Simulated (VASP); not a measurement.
Write the native input for VASP 6.6.1 that does the following.

```yaml
Task: single point
Functional: r2SCAN-based global hybrid with 25 % exact exchange
Potentials_or_basis: VASP PAW PBE potentials, release 64 (Zr_sv, C)
Cutoff: 520 eV
k_mesh: 5 × 5 × 3
Occupations: fermi-dirac, width 0.05 eV
Spin: no spin polarisation
Dipole_correction: no
Grid_for_exact_exchange_PRECFOCK: Normal
Share_of_exact_exchange: 0.25
Further_INCAR_settings: ALGO = Normal; EDIFF = 1e-06; NBANDS = 24
```

The system is ZrC.

```
Zr C
1.0
     3.39148    0.00000    0.00000
    -1.69574    2.93710    0.00000
     0.00000    0.00000    5.29005
Zr C
2 2
Cartesian
  1.6957 0.9790 3.9675
  0.0000 1.9581 1.3225
  0.0000 0.0000 2.6450
  0.0000 0.0000 0.0000
```

The input as run:

POSCAR

```
ZrC
1.0
    3.3914762718      0.0000000000      0.0000000000
   -1.6957381359      2.9371046077      0.0000000000
    0.0000000000      0.0000000000      5.2900530000
Zr C
2 2
Direct
    0.6666666667      0.3333333333      0.7500000000
    0.3333333333      0.6666666667      0.2500000000
    0.0000000000      0.0000000000      0.5000000000
    0.0000000000      0.0000000000      0.0000000000
```

INCAR.step1

```
  ALGO = Normal
  EDIFF = 1E-5
  ENCUT = 520
  GGA = PE
  ISIF = 2
  ISMEAR = -1
  LASPH = True
  LCHARG = False
  LREAL = False
  LWAVE = True
  NBANDS = 24
  NELM = 60
  PREC = Accurate
  SIGMA = 0.05
```

INCAR.step2

```
  AEXX = 0.25
  ALGO = Normal
  EDIFF = 1E-6
  ENCUT = 520
  ISIF = 2
  ISMEAR = -1
  ISTART = 1
  LASPH = True
  LCHARG = False
  LHFCALC = True
  LMIXTAU = True
  LREAL = False
  LWAVE = False
  METAGGA = R2SCAN
  NBANDS = 24
  NELM = 60
  PREC = Accurate
  PRECFOCK = Normal
  SIGMA = 0.05
```

KPOINTS

```
k-points
0
Gamma
  5 5 3
```

Potentials or basis: VASP PAW PBE potentials, release 64 (Zr_sv, C).

Command:

```sh
$ cat potpaw_PBE.64/Zr_sv/POTCAR potpaw_PBE.64/C/POTCAR > POTCAR
$ cp INCAR.step1 INCAR
$ mpirun -np 1 vasp_std > vasp.out
$ cp INCAR.step2 INCAR
$ mpirun -np 1 vasp_std > vasp.out
```

It gave:

```
Pressure               : -5.1 GPa
Band gap on the k mesh : zero (bands 16 and 17 overlap by 1.35 eV)
```

Caveat: the k points lie up to 0.43 Å⁻¹ apart, too coarse for converged energies and pressures of a metal; the PAW data sets were made with another functional, which shifts forces and pressure a little.

Run time: 38 min on 1 thread of AMD EPYC 7R43 64-Core Processor (Zen 3), on a shared host, peak memory 0.16 GiB.
